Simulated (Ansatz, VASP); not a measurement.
## Ta: VASP beside Ansatz

The input POSCAR:

```
Ta
1.0
   -1.6533592789      1.6533592789      1.6533592789
    1.6533592789     -1.6533592789      1.6533592789
    1.6533592789      1.6533592789     -1.6533592789
Ta
1
Direct
    0.0000000000      0.0000000000      0.0000000000
```

File INCAR.step1:

```
SYSTEM = Ta
  ALGO = Normal
  EDIFF = 1E-4
  ENCUT = 520
  GGA = PE
  ISMEAR = 1
  LASPH = .True.
  LCHARG = .False.
  LREAL = .False.
  LWAVE = .True.
  NBANDS = 12
  NELM = 80
  PREC = Accurate
  SIGMA = 0.2
```

Contents of INCAR.step2:

```
SYSTEM = Ta
  ALGO = Normal
  EDIFF = 1E-6
  ENCUT = 520
  ISIF = 2
  ISMEAR = 1
  ISTART = 1
  LASPH = .True.
  LCHARG = .False.
  LMIXTAU = .True.
  LREAL = .False.
  LWAVE = .False.
  METAGGA = R2SCAN
  NBANDS = 12
  NELM = 80
  PREC = Accurate
  SIGMA = 0.2
```

The input KPOINTS:

```
k-points
0
Gamma
  13 13 13
  0 0 0
```

Input for Ansatz:

```yaml
crystal:
  lattice:
    - [-1.6533592789, 1.6533592789, 1.6533592789]
    - [1.6533592789, -1.6533592789, 1.6533592789]
    - [1.6533592789, 1.6533592789, -1.6533592789]
  atoms:
    - { symbol: Ta, position: [0.0, 0.0, 0.0] }
hamiltonian:
  xc: r2scan
  pseudopotentials:
    kind: paw
    azcp:
      Ta: "pseudopotentials/Ta.paw.azcp"
basis:
  ecutwfc: 500
  fft_grid_basis: typed
kpoints:
  mp_grid: { grid: [13, 13, 13], shift: [0, 0, 0] }
magnetization:
  spin_polarized: false
scf:
  occupations: { method: methfessel_paxton, width: 0.2 }
  lower_state_search: "off"
output:
  stress: true
```

Alike in both runs: task single point; functional r2SCAN; k mesh 13 × 13 × 13; occupations methfessel-paxton of order 1, width 0.2 eV; no spin polarisation.

|  | VASP | Ansatz |
| --- | --- | --- |
| version | VASP 6.6.1 | Ansatz 0.2.0 |
| potentials or method | VASP PAW PBE potentials, release 64 (Ta_pv), cutoff 520 eV | plane waves (500 eV) with PAW, scalar-relativistic |
| valence electrons in the cell | 11 | 13 |

|  | VASP | Ansatz | Ansatz less VASP |
| --- | --- | --- | --- |
| pressure (GPa) | 0.7 | 0.1 | -0.64 |

VASP's potentials were made for PBE, not for r2SCAN. VASP's potentials hold 11 valence electrons a cell and Ansatz's 13, so a difference there can come from the potentials and not from the codes.

Neither program's run includes spin-orbit coupling.
